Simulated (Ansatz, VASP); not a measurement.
**MoS2: VASP beside Ansatz**

```xyz
3
Lattice="0.0000 2.9244 2.9244 2.9244 0.0000 2.9244 2.9244 2.9244 0.0000" Properties=species:S:1:pos:R:3 pbc="T T T"
Mo    0.0000    0.0000    0.0000
S     4.3866    4.3866    4.3866
S     1.4622    1.4622    1.4622
```

Alike in both runs: task single point; functional r2SCAN; dispersion rVV10; k mesh 8 × 8 × 8; occupations fermi-dirac, width 0.03 eV; no spin polarisation.

|  | VASP | Ansatz |
| --- | --- | --- |
| version | VASP 6.6.1 | Ansatz 0.2.0 |
| potentials or method | VASP PAW PBE potentials, release 64 (Mo_sv, S) | plane waves, PAW |
| plane-wave cutoff (eV) | 550 | 500 |
| valence electrons in the cell | 26 | 26 |

```tsv
	VASP	Ansatz	Ansatz less VASP
pressure (GPa)	0.2	0.0	-0.25
```

VASP's potentials were made for PBE, not for r2SCAN.
